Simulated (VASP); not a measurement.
# Cd3Te5 (P-43m) in VASP: notebook

Cd3Te5 is run at these levels: PBE; tasks: single point, relaxation of cell and atoms.

Program: VASP 6.6.1. These are calculated values, not measurements. Logs are shortened: lines on timing, memory, paths and dates and some standing lists are left out, and cuts for length are marked.

**1. The cell of the first run**

Symmetry: P-43m, No. 215, cubic system. The conventional cell has a = 6.769 Å, b = 6.769 Å, c = 6.769 Å, α = 90.00°, β = 90.00°, γ = 90.00°. Cd (site symmetry -42m) has 4 Te at 2.87 Å within 3.8 Å. Within 4.1 Å of Te (site symmetry -43m) lie 4 Te at 3.12 Å. Within 3.8 Å of Te (site symmetry 3m) lie 3 Cd at 2.87 Å and 1 Te at 3.12 Å.

**2. Single point, PBE**

The input, INCAR:

```
SYSTEM = Cd3Te5
PREC     = Accurate       ! precision mode
ENCUT    = 520            ! plane-wave cutoff, eV
EDIFF    = 1E-6           ! SCF threshold, eV
ISMEAR   = 0              ! smearing method
SIGMA    = 0.2            ! smearing width, eV
LREAL    = .False.        ! projectors in reciprocal space
LASPH    = .True.         ! aspherical terms in the spheres
NELM     = 80             ! most SCF steps
ALGO     = Normal         ! electronic algorithm
ISIF     = 2              ! what is computed and relaxed
LWAVE    = .False.        ! write WAVECAR
LCHARG   = .False.        ! write CHGCAR
GGA      = PE             ! functional
NBANDS   = 43             ! bands
```

The input, KPOINTS:

```
Automatic mesh
0
Gamma
  3 3 3
  0 0 0
```

The input, POSCAR:

```
Cd3Te5
1.0
    6.7693363088      0.0000000000      0.0000000000
    0.0000000000      6.7693363088      0.0000000000
    0.0000000000      0.0000000000      6.7693363088
Cd Te
3 5
Direct
    0.5000000000      0.0000000000      0.5000000000
    0.5000000000      0.5000000000      0.0000000000
    0.0000000000      0.5000000000      0.5000000000
    0.0000000000      0.0000000000      0.0000000000
    0.2661316603      0.7338683397      0.7338683397
    0.7338683397      0.7338683397      0.2661316603
    0.7338683397      0.2661316603      0.7338683397
    0.2661316603      0.2661316603      0.2661316603
```

Potentials or basis: VASP PAW PBE potentials, release 64 (Cd, Te).

Launch:

```bash
$ cat potpaw_PBE.64/Cd/POTCAR potpaw_PBE.64/Te/POTCAR > POTCAR
$ mpirun -np 1 vasp_std > vasp.out
```

OUTCAR:

```text
SYSTEM = Cd3Te5
   PREC = Accurate
   ENCUT = 520
   EDIFF = 1E-6
   ISMEAR = 0
   LREAL = .False.
   LASPH = .True.
   NELM = 80
   ISIF = 2
   GGA = PE

 ion  position               nearest neighbor table
   1  0.500  0.000  0.500-   5 2.87   6 2.87   7 2.87   8 2.87
   2  0.500  0.500  0.000-   5 2.87   6 2.87   7 2.87   8 2.87
   3  0.000  0.500  0.500-   5 2.87   6 2.87   7 2.87   8 2.87
   4  0.000  0.000  0.000-   5 3.12   6 3.12   7 3.12   8 3.12
   5  0.266  0.734  0.734-   1 2.87   2 2.87   3 2.87   4 3.12
   6  0.734  0.734  0.266-   1 2.87   2 2.87   3 2.87   4 3.12
   7  0.734  0.266  0.734-   1 2.87   2 2.87   3 2.87   4 3.12
   8  0.266  0.266  0.266-   1 2.87   2 2.87   3 2.87   4 3.12

  LATTYP: Found a simple cubic cell.
 ALAT       =     6.7693363088

  Lattice vectors:

 A1 = (   6.7693363088,   0.0000000000,   0.0000000000)
 A2 = (   0.0000000000,   6.7693363088,   0.0000000000)
 A3 = (   0.0000000000,   0.0000000000,   6.7693363088)

Analysis of symmetry for initial positions (statically):
=====================================================================
 Subroutine PRICEL returns:
 Original cell was already a primitive cell.

 Routine SETGRP: Setting up the symmetry group for a
 simple cubic supercell.

 Subroutine GETGRP returns: Found 24 space group operations
 (whereof 24 operations were pure point group operations)
 out of a pool of 48 trial point group operations.

The static configuration has the point symmetry T_d .

Analysis of symmetry for dynamics (positions and initial velocities):
=====================================================================
 Subroutine PRICEL returns:
 Original cell was already a primitive cell.

 Routine SETGRP: Setting up the symmetry group for a
 simple cubic supercell.

 Subroutine GETGRP returns: Found 24 space group operations
 (whereof 24 operations were pure point group operations)
 out of a pool of 48 trial point group operations.

The dynamic configuration has the point symmetry T_d .

 Subroutine INISYM returns: Found 24 space group operations
 (whereof 24 operations are pure point group operations),
 and found     1 'primitive' translations

----------------------------------------------------------------------------------------

                                     Primitive cell

  volume of cell :     310.1975

  direct lattice vectors                    reciprocal lattice vectors
     6.769336309  0.000000000  0.000000000     0.147724970  0.000000000  0.000000000
     0.000000000  6.769336309  0.000000000     0.000000000  0.147724970  0.000000000
     0.000000000  0.000000000  6.769336309     0.000000000  0.000000000  0.147724970

  length of vectors
     6.769336309  6.769336309  6.769336309     0.147724970  0.147724970  0.147724970

  position of ions in fractional coordinates (direct lattice)
     0.500000000  0.000000000  0.500000000
     0.500000000  0.500000000  0.000000000
     0.000000000  0.500000000  0.500000000
     0.000000000  0.000000000  0.000000000
     0.266131660  0.733868340  0.733868340
     0.733868340  0.733868340  0.266131660
     0.733868340  0.266131660  0.733868340
     0.266131660  0.266131660  0.266131660

  ion indices of the primitive-cell ions
   primitive index   ion index
                 1           1
                 2           2
                 3           3
                 4           4
                 5           5
                 6           6
                 7           7
                 8           8

----------------------------------------------------------------------------------------

 KPOINTS: Automatic mesh

Automatic generation of k-mesh.
 Grid dimensions read from file:
 generate k-points for:    3    3    3

 Generating k-lattice:

  Cartesian coordinates                     Fractional coordinates (reciprocal lattice)
     0.049241657  0.000000000  0.000000000     0.333333333  0.000000000  0.000000000
     0.000000000  0.049241657  0.000000000     0.000000000  0.333333333  0.000000000
     0.000000000  0.000000000  0.049241657     0.000000000  0.000000000  0.333333333

  Length of vectors
     0.049241657  0.049241657  0.049241657

  Shift w.r.t. Gamma in fractional coordinates (k-lattice)
     0.000000000  0.000000000  0.000000000

 Subroutine IBZKPT returns following result:
 ===========================================

 Found      4 irreducible k-points:

 Following reciprocal coordinates:
            Coordinates               Weight
  0.000000  0.000000  0.000000      1.000000
  0.333333  0.000000  0.000000      6.000000
  0.333333  0.333333  0.000000     12.000000
  0.333333  0.333333  0.333333      8.000000
   k-points           NKPTS =      4   k-points in BZ     NKDIM =      4   number of bands    NBANDS=     43
   number of dos      NEDOS =    301   number of ions     NIONS =      8
   total plane-waves  NPLWV = 125000
   dimension x,y,z NGX =    50 NGY =   50 NGZ =   50
   dimension x,y,z NGXF=   100 NGYF=  100 NGZF=  100
   ions per type =               3   5
   NGX,Y,Z   is equivalent  to a cutoff of  12.28, 12.28, 12.28 a.u.
   NGXF,Y,Z  is equivalent  to a cutoff of  24.56, 24.56, 24.56 a.u.
 SYSTEM =  Cd3Te5
   PREC   = accura    normal or accurate (medium, high low for compatibility)
   ISTART =      0    job   : 0-new  1-cont  2-samecut
   ICHARG =      2    charge: 1-file 2-atom 10-const
   ISPIN  =      1    spin polarized calculation?
   LNONCOLLINEAR =      F non collinear calculations
   LSORBIT =      F    spin-orbit coupling
   LASPH  =      T    aspherical Exc in radial PAW
   ENCUT  =  520.0 eV  38.22 Ry    6.18 a.u.  12.59 12.59 12.59*2*pi/ulx,y,z
   NELM   =     80;   NELMIN=  2; NELMDL= -5     # of ELM steps
   EDIFF  = 0.1E-05   stopping-criterion for ELM
   LREAL  =      F    real-space projection
   EDIFFG = 0.1E-04   stopping-criterion for IOM
   NSW    =      0    number of steps for IOM
   IBRION =     -1    ionic relax: 0-MD 1-quasi-New 2-CG
   NFREE  =      0    steps in history (QN), initial steepest desc. (CG)
   ISIF   =      2    stress and relaxation
   ISYM   =      2    0-nonsym 1-usesym 2-fastsym
   POTIM  = 0.5000    time-step for ionic-motion
   TEBEG  =    0.0;   TEEND  =   0.0 temperature during run
   PSTRESS=    0.0 pullay stress
   NELECT =      66.0000    total number of electrons
   NUPDOWN=      -1.0000    fix difference up-down
   EMIN   =  10.00;   EMAX   =-10.00  energy-range for DOS
   EFERMI =   0.00;   METHOD = LEGACY
   ISMEAR =     0;   SIGMA  =   0.20  broadening in eV -4-tet -1-fermi 0-gaus
   EFERMI_NEDOS =   21; number of points for ismear=-14 and -15
   IALGO  =     38    algorithm
   IMIX   =      4    mixing-type and parameters
     AMIX     =   0.40;   BMIX     =  1.00
     AMIX_MAG =   1.60;   BMIX_MAG =  1.00
  volume/ion in A,a.u.               =      38.77       261.66
  Fermi-wavevector in a.u.,A,eV,Ry     =   0.977335  1.846895 12.996059  0.955183
  Thomas-Fermi vector in A             =   2.108024
   LORBIT       =      0    0 simple, 1 ext, 2 COOP (PROOUT), +10 PAW based schemes
   GGA     = PE    functional components
   LHFCALC =     F    Hartree Fock is set to
   AEXX    =    0.0000 exact exchange contribution
   IVDW    =     0    specifies the selected vdW correction
   LEPSILON=     F    determine dielectric tensor
   LRPA    =     F    only Hartree local field effects (RPA)
 non-spin polarized calculation
 Gauss-broadening in eV      SIGMA  =   0.20
  energy-cutoff  :      520.00
  volume of cell :      310.20
 maximum number of plane-waves:      8385
 NGX is ok and might be reduce to    50
   NGX = 25   NGY = 25   NGZ = 25

 number of electron      65.9999976 magnetization

 Free energy of the ion-electron system (eV)
  ---------------------------------------------------
  ext. energy  EPLUGINS =         0.00000000
  ---------------------------------------------------
  free energy    TOTEN  =       -19.01039174 eV

  energy without entropy =      -18.94250792  energy(sigma->0) =      -18.97644983

 E-fermi :   3.1253     XC(G=0):  -8.1011

 val. band max:        3.1166448279   @ k =   0.3333   0.3333   0.3333
 cond. band min:       3.3326478742   @ k =   0.3333   0.3333   0.3333
 fundamental gap:      0.2160030463
 Fermi energy:         3.1253376118

 k-point     1 :       0.0000    0.0000    0.0000
  band No.  band energies     occupation
      1      -9.3984      2.00000
      2      -8.4106      2.00000
      3      -8.4106      2.00000
      4      -8.4106      2.00000
      5      -7.5938      2.00000
      6      -6.0871      2.00000
[... 35 lines left out ...]
     42       8.0667      0.00000
     43       8.6166      0.00000

 k-point     2 :       0.3333    0.0000    0.0000
  band No.  band energies     occupation
      1      -9.3027      2.00000
      2      -8.5933      2.00000
      3      -8.4109      2.00000
      4      -8.4109      2.00000
      5      -7.5183      2.00000
      6      -6.0809      2.00000
[... 35 lines left out ...]
     42       7.4259      0.00000
     43       7.8385      0.00000

 k-point     3 :       0.3333    0.3333    0.0000
  band No.  band energies     occupation
      1      -9.2409      2.00000
      2      -8.5837      2.00000
      3      -8.4866      2.00000
      4      -8.4443      2.00000
      5      -7.4876      2.00000
      6      -6.0856      2.00000
[... 35 lines left out ...]
     42       6.9621      0.00000
     43       7.1526      0.00000

 k-point     4 :       0.3333    0.3333    0.3333
  band No.  band energies     occupation
      1      -9.2153      2.00000
      2      -8.5648      2.00000
      3      -8.4846      2.00000
      4      -8.4846      2.00000
      5      -7.4868      2.00000
      6      -6.0911      2.00000
[... 35 lines left out ...]
     42       7.2537      0.00000
     43       7.4470      0.00000

------------------------ aborting loop because EDIFF is reached ----------------------------------------

  FORCE on cell =-STRESS in cart. coord.  units (eV):
  Direction    XX          YY          ZZ          XY          YZ          ZX
  --------------------------------------------------------------------------------------
  -------------------------------------------------------------------------------------
  Total        0.8671559      0.8671559      0.8671559     -0.0000000     -0.0000000      0.0000000
  in kB        4.4788806      4.4788806      4.4788806     -0.0000000     -0.0000000      0.0000000
  external PRESSURE =       4.4788806 kB  Pullay stress =       0.0000000 kB

 VOLUME and BASIS-vectors are now :
 -----------------------------------------------------------------------------
  energy-cutoff  :      520.00
  volume of cell :      310.20
      direct lattice vectors                 reciprocal lattice vectors
     6.769336309  0.000000000  0.000000000     0.147724970  0.000000000  0.000000000
     0.000000000  6.769336309  0.000000000     0.000000000  0.147724970  0.000000000
     0.000000000  0.000000000  6.769336309     0.000000000  0.000000000  0.147724970

 POSITION                                       TOTAL-FORCE (eV/Angst)
 -----------------------------------------------------------------------------------
      3.38467      0.00000      3.38467        -0.000000     -0.000000     -0.000000
      3.38467      3.38467      0.00000        -0.000000     -0.000000     -0.000000
      0.00000      3.38467      3.38467        -0.000000     -0.000000     -0.000000
      0.00000      0.00000      0.00000        -0.000000     -0.000000     -0.000000
      1.80153      4.96780      4.96780         0.018025     -0.018025     -0.018025
      4.96780      4.96780      1.80153        -0.018025     -0.018025      0.018025
      4.96780      1.80153      4.96780        -0.018025      0.018025     -0.018025
      1.80153      1.80153      1.80153         0.018025      0.018025      0.018025
 -----------------------------------------------------------------------------------
    total drift:                               -0.000000     -0.000000      0.000000

  FREE ENERGIE OF THE ION-ELECTRON SYSTEM (eV)
  ---------------------------------------------------
  free  energy   TOTEN  =       -19.0103917363 eV

  energy  without entropy=      -18.9425079246  energy(sigma->0) =      -18.97644983
```

Wall time 50 s (1 thread of Intel Xeon 6975P-C (Granite Rapids), shared host); peak memory 0.35 GiB.

Results:

| Item | Value |
| --- | --- |
| Free energy | -19.0104 eV |
| Pressure | 0.4 GPa |
| Largest force | 0.031 eV/Å |
| Band gap on the k mesh | zero (band 33 reaches 3.12 eV, above the bottom of band 34 at 2.93 eV) |

Forces in eV/Å, atoms in the order of the input:
```
Cd   0.000  0.000  0.000
Cd   0.000  0.000  0.000
Cd   0.000  0.000  0.000
Te   0.000  0.000  0.000
Te   0.018 -0.018 -0.018
Te  -0.018 -0.018  0.018
Te  -0.018  0.018 -0.018
Te   0.018  0.018  0.018
```

Caveat: spin-orbit coupling is left out, which moves the levels of the heavy elements.

**3. Relaxation of cell and atoms, PBE**

This run uses another cell than the first one, of 29.79 Å³/atom, 0.768 times its volume.

The input, INCAR:

```
  PREC = Accurate
  ENCUT = 600
  EDIFF = 1E-6
  ISMEAR = 0
  SIGMA = 0.2
  LREAL = F
  LASPH = T
  NELM = 80
  ALGO = Normal
  ISIF = 3
  LWAVE = F
  LCHARG = F
  GGA = PE
  IBRION = 2
  NSW = 36
  EDIFFG = -0.08
```

The input, KPOINTS:

```
Automatic mesh
0
Gamma
  3 3 3
```

The input, POSCAR:

```
Cd3Te5
1.0
    6.2000000000      0.0000000000      0.0000000000
    0.0000000000      6.2000000000      0.0000000000
    0.0000000000      0.0000000000      6.2000000000
Cd Te
3 5
Direct
    0.5000000000      0.0000000000      0.5000000000
    0.5000000000      0.5000000000      0.0000000000
    0.0000000000      0.5000000000      0.5000000000
    0.0000000000      0.0000000000      0.0000000000
    0.2500000000      0.7500000000      0.7500000000
    0.7500000000      0.7500000000      0.2500000000
    0.7500000000      0.2500000000      0.7500000000
    0.2500000000      0.2500000000      0.2500000000
```

Potentials or basis: VASP PAW PBE potentials, release 64 (Cd, Te).

Launch:

```bash
$ cat potpaw_PBE.64/Cd/POTCAR potpaw_PBE.64/Te/POTCAR > POTCAR
$ mpirun -np 1 vasp_std > vasp.out
```

Wall time 6.1 min (1 thread of Intel Xeon 6975P-C (Granite Rapids), shared host); peak memory 0.37 GiB.

Results (log left out):

- Free energy: -19.0059 eV
- Relaxed volume: 38.96 Å³/atom
- Relaxed cell: a = 6.780 Å, b = 6.780 Å, c = 6.780 Å, α = 90.00°, β = 90.00°, γ = 90.00°
- Space group after relaxing (to 0.05 Å): P-43m (No. 215)
- Energy gained by relaxing: 469.2 meV/atom
- Ionic steps: 7
- Pressure after relaxing: 0.3 GPa
- Band gap on the k mesh: zero (band 33 reaches 3.07 eV, above the bottom of band 34 at 2.89 eV)

Step by step:
```tsv
step	energy change (eV)	largest force (eV/Å)	pressure (GPa)	volume (Å³)
1	0.0000	2.1351	17.40	238.33
2	-3.0804	0.1721	-3.27	368.25
3	-3.6307	0.5377	-0.12	318.42
4	-3.6313	0.5199	-0.28	320.18
5	-3.6791	0.4123	-0.19	318.30
6	-3.7520	0.0897	0.20	312.69
7	-3.7536	0.0322	0.28	311.69
```

Final structure:
```
Cd Te
1.0
     6.78021    0.00000    0.00000
     0.00000    6.78021    0.00000
     0.00000    0.00000    6.78021
Cd Te
3 5
Cartesian
  3.3901 0.0000 3.3901
  3.3901 3.3901 0.0000
  0.0000 3.3901 3.3901
  0.0000 0.0000 0.0000
  1.8040 4.9762 4.9762
  4.9762 4.9762 1.8040
  4.9762 1.8040 4.9762
  1.8040 1.8040 1.8040
```

Levels at points of the mesh, in eV from the Fermi level:
| k point | band 29 | band 30 | band 31 | band 32 | band 33 | band 34 | band 35 | band 36 | band 37 | band 38 |
| --- | --- | --- | --- | --- | --- | --- | --- | --- | --- | --- |
| (0.00, 0.00, 0.00) | -2.63 | -1.66 | -1.66 | -1.66 | -0.22 | -0.19 | -0.19 | -0.19 | 1.56 | 1.56 |

Caveat: the volume moved by over 15 % at a fixed basis, so the end points are rough; spin-orbit coupling is left out, which moves the levels of the heavy elements.

**4. Single point, PBE**

This run uses another cell than the first one, of 39.24 Å³/atom, 1.012 times its volume.

The input, INCAR:

```
SYSTEM = Cd3Te5
  ALGO = Normal
  EDIFF = 1E-6
  ENCUT = 520
  GGA = PE
  ISIF = 2
  ISMEAR = 0
  LASPH = .TRUE.
  LCHARG = .FALSE.
  LREAL = .FALSE.
  LWAVE = .FALSE.
  NBANDS = 43
  NELM = 80
  PREC = Accurate
  SIGMA = 0.1
```

The input, KPOINTS:

```
k-points
0
G
  6 6 6
  0 0 0
```

The input, POSCAR:

```
Cd3Te5
1.0
    6.7964333375      0.0000000000      0.0000000000
    0.0000000000      6.7964333375      0.0000000000
    0.0000000000      0.0000000000      6.7964333375
Cd Te
3 5
Direct
    0.5000000000      0.0000000000      0.5000000000
    0.5000000000      0.5000000000      0.0000000000
    0.0000000000      0.5000000000      0.5000000000
    0.0000000000      0.0000000000      0.0000000000
    0.2669631889      0.7330368111      0.7330368111
    0.7330368111      0.7330368111      0.2669631889
    0.7330368111      0.2669631889      0.7330368111
    0.2669631889      0.2669631889      0.2669631889
```

Launch:

```bash
$ cat potpaw_PBE.64/Cd/POTCAR potpaw_PBE.64/Te/POTCAR > POTCAR
$ mpirun -np 1 vasp_std > vasp.out
```

Wall time 3.1 min (1 thread of Intel Xeon 6975P-C (Granite Rapids), shared host); peak memory 0.52 GiB.

The run converged. Its results:

```
Free energy            : -18.9716 eV
Pressure               : 0.1 GPa
Largest force          : 0.014 eV/Å
Band gap on the k mesh : zero (band 33 reaches 3.01 eV, above the bottom of band 34 at 2.85 eV)
```

Forces in eV/Å, atoms in the order of the input:
```
Cd   0.000  0.000  0.000
Cd   0.000  0.000  0.000
Cd   0.000  0.000  0.000
Te   0.000  0.000  0.000
Te  -0.008  0.008  0.008
Te   0.008  0.008 -0.008
Te   0.008 -0.008  0.008
Te  -0.008 -0.008 -0.008
```

Levels at points of the mesh, in eV from the Fermi level:
| k point | band 30 | band 31 | band 32 | band 33 | band 34 | band 35 | band 36 | band 37 |
| --- | --- | --- | --- | --- | --- | --- | --- | --- |
| (0.00, 0.00, 0.00) | -1.62 | -1.62 | -1.62 | -0.22 | -0.13 | -0.13 | -0.13 | 1.63 |
| (0.50, 0.00, 0.00) | -2.28 | -2.28 | -1.11 | -0.58 | 0.62 | 0.62 | 1.27 | 2.12 |
| (0.50, 0.50, 0.00) | -2.19 | -1.86 | -1.18 | -0.57 | 0.61 | 0.61 | 1.56 | 1.56 |
| (0.50, 0.50, 0.50) | -1.83 | -1.83 | -1.83 | -0.13 | -0.13 | -0.13 | 1.11 | 1.11 |

Caveat: spin-orbit coupling is left out, which moves the levels of the heavy elements.

**5. The runs side by side**

| task | cell | k mesh | cutoff (eV) | smearing | gap on the mesh (eV) | pressure (GPa) | largest force (eV/Å) |
| --- | --- | --- | --- | --- | --- | --- | --- |
| single point | a = 6.769 Å, 8 atoms | 3 × 3 × 3 | 520 | gaussian 0.2 eV | none | 0.4 | 0.03 |
| relaxation of cell and atoms | relaxed from a = 6.200 Å, 8 atoms | 3 × 3 × 3 | 600 | gaussian 0.2 eV | none | 0.3 | - |
| single point | a = 6.796 Å, 8 atoms | 6 × 6 × 6 | 520 | gaussian 0.1 eV | none | 0.1 | 0.01 |

Alike in all rows: level PBE; potentials or basis VASP PAW PBE potentials, release 64 (Cd, Te); no spin polarisation.

Caveats: spin-orbit coupling is left out, which moves the levels of the heavy elements; the volume moved by over 15 % at a fixed basis, so the end points are rough (some runs).

Total energies depend on the potentials used, so only differences within one code and one set of settings carry meaning.
